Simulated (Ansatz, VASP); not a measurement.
One calculation of EuO, two programs

```
CELL_PARAMETERS angstrom
3.54644 0.00000 0.00000
1.77322 3.07131 0.00000
1.77322 1.02377 2.89565
ATOMIC_POSITIONS crystal
Eu 0.00000 0.00000 0.00000
O 0.50000 0.50000 0.50000
```

Alike in both runs: functional PBE; dispersion D4; k mesh 8 × 8 × 8; collinear spin.

Ansatz relaxed the structure, and its values are those at the end. VASP's run is a single point on that final structure, the one shown.

```csv
,VASP,Ansatz
version,VASP 6.6.1,Ansatz 0.2.0
potentials or method,"VASP PAW PBE potentials, release 64 (Eu, O)","plane waves, PAW"
plane-wave cutoff (eV),600,420
occupations,"fermi-dirac, width 0.1 eV",fermi-dirac
valence electrons in the cell,23,23
```

```tsv
	VASP	Ansatz	Ansatz less VASP
pressure (GPa)	-0.3	0.0	+0.31
net moment per atom (μB)	3.45	3.45	+0.004
size of the moment on the site where the two differ most (μB)	0.09	0.07	-0.019
```

Site moments also hang on the region over which each program counts them. Ansatz's warnings: given moment on shells, stress scf threshold loose.

Neither program's run includes spin-orbit coupling.
